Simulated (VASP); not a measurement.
# BeH2 (Fm-3m) in VASP: a series of runs

Runs on BeH2. Level: r2SCAN+rVV10. Tasks: single point, relaxation of cell and atoms.

All numbers are computed with VASP 6.6.1; they aren't measurements. Logs are shortened: lines on timing, memory, paths and dates and some standing lists are left out, and cuts for length are marked.

### 1 The cell of the first run

It takes space group Fm-3m (No. 225, cubic). Conventional cell: a = 3.947 Å, b = 3.947 Å, c = 3.947 Å, α = 90.00°, β = 90.00°, γ = 90.00°. Be (site symmetry m-3m) has 8 H at 1.71 Å within 2.3 Å. Within 2.3 Å of H (site symmetry -43m) lie 4 Be at 1.71 Å and 6 H at 1.97 Å.

### 2 Single point, r2SCAN+rVV10

The input, POSCAR:

```
BeH2
1.0
    0.0000000000      1.9734932835      1.9734932835
    1.9734932835      0.0000000000      1.9734932835
    1.9734932835      1.9734932835      0.0000000000
Be H
1 2
Direct
    0.0000000000      0.0000000000      0.0000000000
    0.2500000000      0.2500000000      0.2500000000
    0.7500000000      0.7500000000      0.7500000000
```

The input, INCAR.step1:

```
PREC = Accurate
ENCUT = 660
ISMEAR = -1
SIGMA = 0.03
LREAL = False
LASPH = True
NELM = 120
NBANDS = 9
GGA = PE
ALGO = Normal
EDIFF = 1E-5
LWAVE = True
LCHARG = False
GGA_COMPAT = False
```

The input, INCAR.step2:

```
PREC = Accurate
ENCUT = 660
EDIFF = 1E-6
ISMEAR = -1
SIGMA = 0.03
LREAL = False
LASPH = True
NELM = 120
ALGO = Normal
ISIF = 2
LWAVE = False
LCHARG = False
METAGGA = R2SCAN
LMIXTAU = True
LUSE_VDW = True
IVDW_NL = 2
BPARAM = 11.95
CPARAM = 0.0093
NBANDS = 9
ISTART = 1
GGA_COMPAT = False
```

The input, KPOINTS:

```
regular mesh
0
Gamma
  10 10 10
```

Potentials or basis: VASP PAW PBE potentials, release 64 (Be, H).

Launch:

```console
> cat potpaw_PBE.64/Be/POTCAR potpaw_PBE.64/H/POTCAR > POTCAR
> cp INCAR.step1 INCAR
> mpirun -np 1 vasp_std > vasp.out
> cp INCAR.step2 INCAR
> mpirun -np 1 vasp_std > vasp.out
```

OUTCAR:

```text
PREC = Accurate
   ENCUT = 660
   EDIFF = 1E-6
   ISMEAR = -1
   LREAL = False
   LASPH = True
   NELM = 120
   ISIF = 2
   METAGGA = R2SCAN
   IVDW_NL = 2
   BPARAM = 11.95
   ISTART = 1

 ion  position               nearest neighbor table
   1  0.000  0.000  0.000-
   2  0.250  0.250  0.250-
   3  0.750  0.750  0.750-

  LATTYP: Found a face centered cubic cell.
 ALAT       =     3.9469865670

  Lattice vectors:

 A1 = (   0.0000000000,   1.9734932835,   1.9734932835)
 A2 = (   1.9734932835,   0.0000000000,   1.9734932835)
 A3 = (   1.9734932835,   1.9734932835,   0.0000000000)

Analysis of symmetry for initial positions (statically):
=====================================================================
 Subroutine PRICEL returns:
 Original cell was already a primitive cell.

 Routine SETGRP: Setting up the symmetry group for a
 face centered cubic supercell.

 Subroutine GETGRP returns: Found 48 space group operations
 (whereof 48 operations were pure point group operations)
 out of a pool of 48 trial point group operations.

The static configuration has the point symmetry O_h .

Analysis of symmetry for dynamics (positions and initial velocities):
=====================================================================
 Subroutine PRICEL returns:
 Original cell was already a primitive cell.

 Routine SETGRP: Setting up the symmetry group for a
 face centered cubic supercell.

 Subroutine GETGRP returns: Found 48 space group operations
 (whereof 48 operations were pure point group operations)
 out of a pool of 48 trial point group operations.

The dynamic configuration has the point symmetry O_h .

 Subroutine INISYM returns: Found 48 space group operations
 (whereof 48 operations are pure point group operations),
 and found     1 'primitive' translations

----------------------------------------------------------------------------------------

                                     Primitive cell

  volume of cell :      15.3722

  direct lattice vectors                    reciprocal lattice vectors
     0.000000000  1.973493284  1.973493284    -0.253357842  0.253357842  0.253357842
     1.973493284  0.000000000  1.973493284     0.253357842 -0.253357842  0.253357842
     1.973493284  1.973493284  0.000000000     0.253357842  0.253357842 -0.253357842

  length of vectors
     2.790940967  2.790940967  2.790940967     0.438828655  0.438828655  0.438828655

  position of ions in fractional coordinates (direct lattice)
     0.000000000  0.000000000  0.000000000
[... 75 lines left out ...]
   LNONCOLLINEAR =      F non collinear calculations
   LSORBIT =      F    spin-orbit coupling
   LASPH  =      T    aspherical Exc in radial PAW
   ENCUT  =  660.0 eV  48.51 Ry    6.96 a.u.   5.85  5.85  5.85*2*pi/ulx,y,z
   NELM   =    120;   NELMIN=  2; NELMDL=  0     # of ELM steps
   EDIFF  = 0.1E-05   stopping-criterion for ELM
   LREAL  =      F    real-space projection
[... 7 lines left out ...]
   TEBEG  =    0.0;   TEEND  =   0.0 temperature during run
   PSTRESS=    0.0 pullay stress
   NELECT =       4.0000    total number of electrons
   NUPDOWN=      -1.0000    fix difference up-down
   EMIN   =  10.00;   EMAX   =-10.00  energy-range for DOS
   EFERMI =   0.00;   METHOD = LEGACY
   ISMEAR =    -1;   SIGMA  =   0.03  broadening in eV -4-tet -1-fermi 0-gaus
   EFERMI_NEDOS =   21; number of points for ismear=-14 and -15
   IALGO  =     38    algorithm
   IMIX   =      4    mixing-type and parameters
     AMIX     =   0.40;   BMIX     =  1.00
     AMIX_MAG =   1.60;   BMIX_MAG =  1.00
  volume/ion in A,a.u.               =       5.12        34.58
  Fermi-wavevector in a.u.,A,eV,Ry     =   1.045159  1.975065 14.862434  1.092358
  Thomas-Fermi vector in A             =   2.179943
   LORBIT       =      0    0 simple, 1 ext, 2 COOP (PROOUT), +10 PAW based schemes
   METAGGA = R2SCAN    functional components
   LHFCALC =     F    Hartree Fock is set to
   AEXX    =    0.0000 exact exchange contribution
   IVDW_NL    =     2    kernel type
   BPARAM     =11.9500
   IVDW    =     0    specifies the selected vdW correction
   LEPSILON=     F    determine dielectric tensor
   LRPA    =     F    only Hartree local field effects (RPA)
 non-spin polarized calculation
  energy-cutoff  :      660.00
  volume of cell :       15.37
 maximum number of plane-waves:       609
   NGX = 11   NGY = 11   NGZ = 11

 number of electron       3.9999999 magnetization

 Free energy of the ion-electron system (eV)
  ---------------------------------------------------
  ext. energy  EPLUGINS =         0.00000000
  ---------------------------------------------------
  free energy    TOTEN  =        -9.86477306 eV

  energy without entropy =       -9.86426483  energy(sigma->0) =       -9.86451895

 E-fermi :   5.6259     XC(G=0): -10.6184

 val. band max:        5.4165324079   @ k =  -0.3000   0.5000   0.2000
 cond. band min:       5.7198038131   @ k =  -0.4000   0.4000   0.1000
 fundamental gap:      0.3032714052
 Fermi energy:         5.6259323888

 k-point     1 :       0.0000    0.0000    0.0000
  band No.  band energies     occupation
      1      -9.3167      2.00000
      2       9.5110      0.00000
      3      15.9687      0.00000
      4      15.9687      0.00000
      5      15.9687      0.00000
      6      20.8968      0.00000
      7      20.8968      0.00000
      8      20.8968      0.00000
      9      26.6957      0.00000
[... 265 lines left out ...]
 k-point    24 :       0.4000    0.3000    0.0000
  band No.  band energies     occupation
      1      -5.3481      2.00000
      2       3.6687      2.00000
      3       8.2450      0.00000
      4       9.9104      0.00000
      5      10.5167      0.00000
      6      17.8149      0.00000
      7      26.5386      0.00000
      8      30.0144      0.00000
      9      31.9208      0.00000

 [... further k-points ...]
[... 5 lines left out ...]
  --------------------------------------------------------------------------------------
  -------------------------------------------------------------------------------------
  Total        0.0138338      0.0138338      0.0138338     -0.0000000     -0.0000000     -0.0000000
  in kB        1.4418336      1.4418336      1.4418336     -0.0000000     -0.0000000     -0.0000000
  external PRESSURE =       1.4418336 kB  Pullay stress =       0.0000000 kB

 VOLUME and BASIS-vectors are now :
 -----------------------------------------------------------------------------
  energy-cutoff  :      660.00
  volume of cell :       15.37
      direct lattice vectors                 reciprocal lattice vectors
     0.000000000  1.973493284  1.973493284    -0.253357842  0.253357842  0.253357842
     1.973493284  0.000000000  1.973493284     0.253357842 -0.253357842  0.253357842
     1.973493284  1.973493284  0.000000000     0.253357842  0.253357842 -0.253357842

 POSITION                                       TOTAL-FORCE (eV/Angst)
 -----------------------------------------------------------------------------------
      0.00000      0.00000      0.00000         0.000000      0.000000      0.000000
      0.98675      0.98675      0.98675         0.000000     -0.000000     -0.000000
      2.96024      2.96024      2.96024        -0.000000      0.000000      0.000000
 -----------------------------------------------------------------------------------
    total drift:                                0.000000      0.000000      0.000000

  FREE ENERGIE OF THE ION-ELECTRON SYSTEM (eV)
  ---------------------------------------------------
  free  energy   TOTEN  =        -9.8647730604 eV

  energy  without entropy=       -9.8642648309  energy(sigma->0) =       -9.86451895
```

OSZICAR.step1:

```text
N       E                     dE             d eps       ncg     rms          rms(c)
DAV:   1    -0.335970132459E+01   -0.33597E+01   -0.23919E+03   846   0.453E+02
DAV:   2    -0.933958816825E+01   -0.59799E+01   -0.57208E+01  1204   0.634E+01
DAV:   3    -0.941105475001E+01   -0.71467E-01   -0.71420E-01  1017   0.565E+00
DAV:   4    -0.941111731501E+01   -0.62565E-04   -0.62563E-04  1186   0.169E-01
DAV:   5    -0.941111732564E+01   -0.10632E-07   -0.10386E-07   986   0.191E-03    0.344E+00
DAV:   6    -0.924030783875E+01    0.17081E+00   -0.87731E-02   912   0.122E+00    0.189E+00
DAV:   7    -0.917234798449E+01    0.67960E-01   -0.14331E-01   933   0.170E+00    0.232E-01
DAV:   8    -0.917432381182E+01   -0.19758E-02   -0.87746E-03   924   0.496E-01    0.303E-01
DAV:   9    -0.917251584985E+01    0.18080E-02   -0.29506E-03   898   0.232E-01    0.147E-02
DAV:  10    -0.917251824987E+01   -0.24000E-05   -0.53597E-05   990   0.497E-02
   1 F= -.91725182E+01 E0= -.91713655E+01  d E =-.230547E-02
```

It took 28 s on 1 thread of Intel Xeon Platinum 8559C (Emerald Rapids), shared host; peak memory 0.21 GiB.

What came out:

```yaml
Free_energy: -9.8648 eV
Pressure: 0.1 GPa
Band_gap_on_the_k_mesh: zero (bands 2 and 3 overlap by 4.89 eV)
```

Caveat: the structure was generated, so it needn't be the stable form of BeH2; the PAW data sets were made with another functional, which shifts forces and pressure a little.

### 3 Single point, r2SCAN+rVV10

POSCAR is that of step 2.

The input, INCAR.step1:

```
PREC = Accurate
ENCUT = 660
ISMEAR = -1
SIGMA = 0.03
LREAL = F
LASPH = T
NELM = 120
NBANDS = 9
GGA = PE
ALGO = Normal
EDIFF = 1E-5
LWAVE = T
LCHARG = F
GGA_COMPAT = F
```

The input, INCAR.step2:

```
PREC = Accurate
ENCUT = 660
EDIFF = 1E-6
ISMEAR = -1
SIGMA = 0.03
LREAL = F
LASPH = T
NELM = 120
ALGO = Normal
ISIF = 2
LWAVE = F
LCHARG = F
METAGGA = R2SCAN
LMIXTAU = T
LUSE_VDW = T
IVDW_NL = 2
BPARAM = 11.95
CPARAM = 0.0093
NBANDS = 9
ISTART = 1
GGA_COMPAT = F
```

The input, KPOINTS:

```
regular mesh
0
Gamma
  12 12 12
```

Potentials or basis: VASP PAW PBE potentials, release 64 (Be, H).

Launch:

```console
> cat potpaw_PBE.64/Be/POTCAR potpaw_PBE.64/H/POTCAR > POTCAR
> cp INCAR.step1 INCAR
> mpirun -np 1 vasp_std > vasp.out
> cp INCAR.step2 INCAR
> mpirun -np 1 vasp_std > vasp.out
```

Wall time 32 s (1 thread of Intel Xeon Platinum 8559C (Emerald Rapids), shared host); peak memory 0.21 GiB.

Results (log left out):

```yaml
Free_energy: -9.8683 eV
Pressure: -0.2 GPa
Band_gap_on_the_k_mesh: zero (bands 2 and 3 overlap by 4.88 eV)
```

Levels at points of the mesh, in eV from the Fermi level:
```csv
k point,band 1,band 2,band 3,band 4,band 5,band 6,band 7
"(0.00, 0.00, 0.00)",-15.09,3.73,10.23,10.23,10.23,15.15,15.15
"(0.50, 0.00, 0.00)",-9.33,-8.26,7.75,7.75,11.12,11.15,14.62
"(0.50, 0.50, 0.00)",-9.31,-1.82,-1.14,3.16,3.16,11.34,21.17
```

Caveat: the structure was generated, so it needn't be the stable form of BeH2; the PAW data sets were made with another functional, which shifts forces and pressure a little.

### 4 Relaxation of cell and atoms, r2SCAN+rVV10

This run uses another cell than the first one, of 5.10 Å³/atom.

The input, POSCAR:

```
BeH2
1.0
    0.0000000000      1.9699327570      1.9699327570
    1.9699327570      0.0000000000      1.9699327570
    1.9699327570      1.9699327570      0.0000000000
Be H
1 2
Direct
    0.0000000000      0.0000000000      0.0000000000
    0.2500000000      0.2500000000      0.2500000000
    0.7500000000      0.7500000000      0.7500000000
```

The input, INCAR.step1:

```
PREC = Accurate ; ENCUT = 660
ISMEAR = -1 ; SIGMA = 0.03
LREAL = F ; LASPH = T
NELM = 120 ; GGA = PE
ALGO = Normal ; EDIFF = 1E-5
LWAVE = T ; LCHARG = F
GGA_COMPAT = F ; IBRION = 2
ISIF = 3 ; EDIFFG = -0.005
NELMIN = 4 ; NSW = 100
```

The input, INCAR.step2:

```
PREC = Accurate ; ENCUT = 660
EDIFF = 1E-7 ; ISMEAR = -1
SIGMA = 0.03 ; LREAL = F
LASPH = T ; NELM = 120
ALGO = Normal ; ISIF = 3
LWAVE = F ; LCHARG = F
METAGGA = R2SCAN ; LMIXTAU = T
LUSE_VDW = T ; IVDW_NL = 2
BPARAM = 11.95 ; CPARAM = 0.0093
IBRION = 2 ; NSW = 100
EDIFFG = -0.01 ; ISTART = 1
GGA_COMPAT = F ; NELMIN = 4
```

The input, KPOINTS:

```
Automatic mesh
0
Gamma
  10 10 10
```

Launch:

```console
> cat potpaw_PBE.64/Be/POTCAR potpaw_PBE.64/H/POTCAR > POTCAR
> cp INCAR.step1 INCAR
> mpirun -np 1 vasp_std > vasp.out
> cp INCAR.step2 INCAR
> mpirun -np 1 vasp_std > vasp.out
```

Run time: 63 s. Hardware: 1 thread of Intel Xeon Platinum 8559C (Emerald Rapids), shared host; peak memory 0.2 GiB.

Results (log left out):

* Free energy: -9.8648 eV
* Relaxed volume: 5.13 Å³/atom
* Relaxed cell: a = 2.792 Å, b = 2.792 Å, c = 2.792 Å, α = 60.00°, β = 60.00°, γ = 60.00°
* Space group after relaxing (to 0.1 Å): Fm-3m (No. 225)
* Energy gained by relaxing: 0.1 meV/atom
* Ionic steps: 3
* Pressure after relaxing: 0.0 GPa
* Band gap on the k mesh: zero (bands 2 and 3 overlap by 4.89 eV)

Step by step:
| step | energy change (eV) | largest force (eV/Å) | pressure (GPa) | volume (Å³) |
| --- | --- | --- | --- | --- |
| 1 | 0.0000 | 0.0000 | 0.69 | 15.29 |
| 2 | -0.0002 | 0.0000 | 0.37 | 15.34 |
| 3 | -0.0002 | 0.0000 | 0.02 | 15.39 |

Final structure:
```xyz
3
Lattice="0.0000 1.9743 1.9743 1.9743 0.0000 1.9743 1.9743 1.9743 0.0000" Properties=species:S:1:pos:R:3 pbc="T T T"
Be    0.0000    0.0000    0.0000
H     0.9871    0.9871    0.9871
H     2.9614    2.9614    2.9614
```

Levels at points of the mesh, in eV from the Fermi level:
| k point | band 1 | band 2 | band 3 | band 4 | band 5 | band 6 |
| --- | --- | --- | --- | --- | --- | --- |
| (0.00, 0.00, 0.00) | -14.93 | 3.88 | 10.33 | 10.33 | 10.33 | 15.26 |
| (0.50, 0.00, 0.00) | -9.18 | -8.11 | 7.86 | 7.86 | 11.24 | 11.27 |
| (0.50, 0.50, 0.00) | -9.16 | -1.67 | -1.01 | 3.28 | 3.28 | 11.45 |

Caveat: the structure was generated, so it needn't be the stable form of BeH2; the PAW data sets were made with another functional, which shifts forces and pressure a little.

### 5 The runs side by side

```tsv
task	cell	k mesh	gap on the mesh (eV)	pressure (GPa)
single point	a = 2.791 Å, angles 60.0°, 3 atoms	10 × 10 × 10	none	0.1
single point	a = 2.791 Å, angles 60.0°, 3 atoms	12 × 12 × 12	none	-0.2
relaxation of cell and atoms	relaxed from a = 2.786 Å, angles 60.0°, 3 atoms	10 × 10 × 10	none	0.0
```

Alike in all rows: level r2SCAN+rVV10; potentials or basis VASP PAW PBE potentials, release 64 (Be, H); no spin polarisation; cutoff (eV) 660; smearing fermi-dirac 0.03 eV.

Caveats: the structure was generated, so it needn't be the stable form of BeH2; the PAW data sets were made with another functional, which shifts forces and pressure a little.

Absolute energies hang on the potentials; compare differences alone.

The gap in the log of VASP goes by the Fermi energy; the results here count the filled bands.